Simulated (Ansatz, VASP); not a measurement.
## Two plane-wave programs on SnTe3

INCAR

```
SYSTEM = SnTe3
ALGO = Normal ; EDIFF = 1E-6
ENCUT = 520 ; GGA = PE
ISIF = 2 ; ISMEAR = 1
LASPH = .True. ; LCHARG = .False.
LREAL = .False. ; LWAVE = .False.
NBANDS = 24 ; NELM = 80
PREC = Accurate ; SIGMA = 0.3
```

Contents of KPOINTS:

```
k-points
0
Gamma
  10 10 10
  0 0 0
```

The input POSCAR:

```
SnTe3
1.0
    0.0000000000      3.8612190000      3.8612190000
    3.8612190000      0.0000000000      3.8612190000
    3.8612190000      3.8612190000      0.0000000000
Sn Te
1 3
Direct
    0.0000000000      0.0000000000      0.0000000000
    0.2500000000      0.2500000000      0.2500000000
    0.7500000000      0.7500000000      0.7500000000
    0.5000000000      0.5000000000      0.5000000000
```

Input for Ansatz:

```yaml
crystal:
  lattice:
    - [0.0, 3.861219, 3.861219]
    - [3.861219, 0.0, 3.861219]
    - [3.861219, 3.861219, 0.0]
  atoms:
    - { symbol: Sn, position: [0.0, 0.0, 0.0] }
    - { symbol: Te, position: [0.25, 0.25, 0.25] }
    - { symbol: Te, position: [0.75, 0.75, 0.75] }
    - { symbol: Te, position: [0.5, 0.5, 0.5] }
basis:
  ecutwfc: 420
kpoints:
  mp_grid: { grid: [10, 10, 10] }
hamiltonian:
  xc: pbe
scf:
  occupations: { method: methfessel_paxton, width: 0.3 }
output:
  forces: true
  stress: true
  eigenvalues: true
```

Alike in both runs: task single point; functional PBE; k mesh 10 × 10 × 10; occupations methfessel-paxton of order 1, width 0.3 eV; no spin polarisation.

|  | VASP | Ansatz |
| --- | --- | --- |
| version | VASP 6.6.1 | Ansatz 0.2.0 |
| potentials or method | VASP PAW PBE potentials, release 64 (Sn_d, Te), cutoff 520 eV | scalar-relativistic, plane waves, PAW |
| valence electrons in the cell | 32 | 62 |

|  | VASP | Ansatz | Ansatz less VASP |
| --- | --- | --- | --- |
| gap on the k mesh at the Fermi level (eV) | none | none | - |
| pressure (GPa) | -0.1 | -0.1 | +0.06 |

A gap of «none» marks a metal or a gap that the smearing closes. VASP's potentials hold 32 valence electrons a cell and Ansatz's 62, so a difference there can come from the potentials and not from the codes.

Spin-orbit coupling is off throughout.
